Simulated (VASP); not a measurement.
Ga3Se:

```
CELL_PARAMETERS angstrom
4.52257 0.00000 0.00000
0.00000 4.52257 0.00000
0.00000 0.00000 4.52257
ATOMIC_POSITIONS crystal
Ga 0.50000 0.00000 0.00000
Ga 0.00000 0.50000 0.00000
Ga 0.00000 0.00000 0.50000
Se 0.50000 0.50000 0.50000
```

The cell was generated, and may not be a known phase.

- Program: VASP 6.6.1
- Task: relaxation of cell and atoms
- Functional: PBE
- Potentials or basis: VASP PAW PBE potentials, release 64 (Ga_d, Se)
- Cutoff: 600 eV
- k mesh: 4 × 4 × 4
- Occupations: gaussian, width 0.1 eV
- Spin: no spin polarisation

At the start: pressure -2.3 GPa; volume 23.13 Å³/atom.

Question: Where does the relaxation end?

Answer: Over 3 steps the energy falls by 10.8 meV/atom and the volume is 21.71 Å³/atom (-6.1 %); space group Pm-3m (No. 221, to 0.1 Å) before and after.

The path:
| step | energy change (eV) | largest force (eV/Å) | pressure (GPa) | volume (Å³) |
| --- | --- | --- | --- | --- |
| 1 | 0.0000 | 0.0000 | -2.28 | 92.50 |
| 2 | -0.0404 | 0.0000 | -0.62 | 88.16 |
| 3 | -0.0430 | 0.0000 | 0.03 | 86.83 |

Final structure:
```yaml
crystal:
  lattice:
    - [4.42810, 0.00000, 0.00000]
    - [0.00000, 4.42810, 0.00000]
    - [0.00000, 0.00000, 4.42810]
  atoms:
    - { symbol: Ga, position: [0.50000, 0.00000, 0.00000] }
    - { symbol: Ga, position: [0.00000, 0.50000, 0.00000] }
    - { symbol: Ga, position: [0.00000, 0.00000, 0.50000] }
    - { symbol: Se, position: [0.50000, 0.50000, 0.50000] }
```
